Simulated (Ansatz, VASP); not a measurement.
**Two plane-wave programs on SrTiO3**

```xyz
10
Lattice="-2.7782 2.7782 3.9455 2.7782 -2.7782 3.9455 2.7782 2.7782 -3.9455" Properties=species:S:1:pos:R:3 pbc="T T T"
Sr    0.0000    2.7782    1.9728
Sr    2.7782    0.0000    1.9728
Ti    0.0000    0.0000    0.0000
Ti    0.0000    0.0000    3.9455
O     0.0000    0.0000    1.9728
O     0.0000    0.0000    5.9183
O     1.2725    4.0507    0.0000
O     1.5056    1.2725    0.0000
O     1.5056   -1.2725    3.9455
O     1.2725    1.5056    3.9455
```

Alike in both runs: task single point; functional PBE; k mesh 8 × 8 × 8; occupations gaussian, width 0.02 eV; no spin polarisation.

|  | VASP | Ansatz |
| --- | --- | --- |
| version | VASP 6.6.1 | Ansatz 0.2.0 |
| potentials or method | VASP PAW PBE potentials, release 64 (Sr_sv, Ti_sv, O), cutoff 520 eV | scalar-relativistic, plane waves, PAW |
| valence electrons in the cell | 80 | 80 |

|  | VASP | Ansatz | Ansatz less VASP |
| --- | --- | --- | --- |
| gap on the k mesh at the Fermi level (eV) | 1.89 | 1.92 | +0.029 |
| least direct gap on the mesh (eV) | 1.89 | 1.92 | +0.030 |
| pressure (GPa) | 0.6 | 0.0 | -0.61 |
